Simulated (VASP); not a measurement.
Wanted: the native input for a VASP 6.6.1 run.

| Quantity | Value |
| --- | --- |
| Task | single point |
| Functional | LDA |
| Potentials or basis | VASP PAW LDA potentials, release 64 (Li_sv) |
| Cutoff | 750 eV |
| k mesh | 10 × 10 × 10 |
| Occupations | fermi-dirac, width 0.1 eV |
| Spin | no spin polarisation |
| Dipole correction | no |
| Further INCAR settings | ALGO = Normal; EDIFF = 1e-06; NBANDS = 8 |

The structure of Li lies in POSCAR:

```
Li
1.0
    2.9135710263     -0.0000000161     -0.0000000279
   -0.9711903269      2.7469411123     -0.0000000279
   -0.9711903269     -1.3734705158      2.3789208092
Li
1
Direct
    0.0000000000      0.0000000000      0.0000000000
```

The input as run:

INCAR

```
  ALGO = Normal
  EDIFF = 1E-6
  ENCUT = 750
  GGA_COMPAT = F
  ISIF = 2
  ISMEAR = -1
  LASPH = T
  LCHARG = T
  LELF = T
  LREAL = F
  LVHAR = T
  LWAVE = F
  NBANDS = 8
  NELM = 120
  PREC = Accurate
  SIGMA = 0.1
```

KPOINTS

```
k-points
0
Gamma
  10 10 10
```

Potentials or basis: VASP PAW LDA potentials, release 64 (Li_sv).

Run with:

```console
$ cat potpaw_LDA.64/Li_sv/POTCAR > POTCAR
$ mpirun -np 1 vasp_std > vasp.out
```

It gave:

The pressure is -0.1 GPa. The band gap on the k mesh is zero (an odd number of electrons rules out a gap without spin polarisation).

Run time: 19 s on 1 thread of Intel Xeon 8259CL, with other jobs on the host, peak memory 0.13 GiB.
